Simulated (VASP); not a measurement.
Ca:

```
CELL_PARAMETERS angstrom
0.00000 3.21951 3.21951
3.21951 0.00000 3.21951
3.21951 3.21951 0.00000
ATOMIC_POSITIONS crystal
Ca 0.00000 0.00000 0.00000
Ca 0.25000 0.25000 0.25000
```

This isn't the form of Ca at room conditions, which is fcc.

- Program: VASP 6.6.1
- Task: relaxation of cell and atoms
- Functional: PBE
- Potentials or basis: VASP PAW PBE potentials, release 64 (Ca_sv)
- Cutoff: 600 eV
- k mesh: 11 × 11 × 11
- Occupations: fermi-dirac, width 0.05 eV
- Spin: no spin polarisation

At the start: pressure 5.8 GPa; volume 33.37 Å³/atom.

Where does the relaxation end?

Over 19 steps the energy falls by 653.1 meV/atom and the volume is 78.58 Å³/atom (+135.5 %); space group Fd-3m (No. 227, to 0.1 Å) before and after.

Step by step:
```
step  energy change (eV)  largest force (eV/Å)  pressure (GPa)  volume (Å³)
   1              0.0000                0.0000            5.76        66.74
   2             -0.4041                0.0000            4.72        79.02
   3             -1.1838                0.0000            1.32       124.69
   4             -0.8219                0.0000           -1.08       262.77
   5             -1.2978                0.0000           -0.26       167.41
   6             -1.3062                0.0000           -0.01       157.84
   7             -1.3059                0.0000            0.06       155.49
   8             -1.3059                0.0000            0.05       155.51
   9             -1.3059                0.0000            0.05       155.59
  10             -1.3059                0.0000            0.05       155.60
  11             -1.3059                0.0000            0.06       155.60
  12             -1.3059                0.0000            0.06       155.61
  13             -1.3059                0.0000            0.05       155.62
  14             -1.3059                0.0000            0.05       155.64
  15             -1.3060                0.0000            0.05       155.69
  16             -1.3060                0.0000            0.05       155.79
  17             -1.3060                0.0000            0.04       155.99
  18             -1.3061                0.0000            0.03       156.38
  19             -1.3062                0.0000            0.01       157.17
```

Final structure:
```
Ca
1.0
     0.00000    4.28331    4.28331
     4.28331    0.00000    4.28331
     4.28331    4.28331    0.00000
Ca
2
Direct
  0.00000 0.00000 0.00000
  0.25000 0.25000 0.25000
```

Caveat: the volume moved by over 15 % at a fixed basis, so the end points are rough.
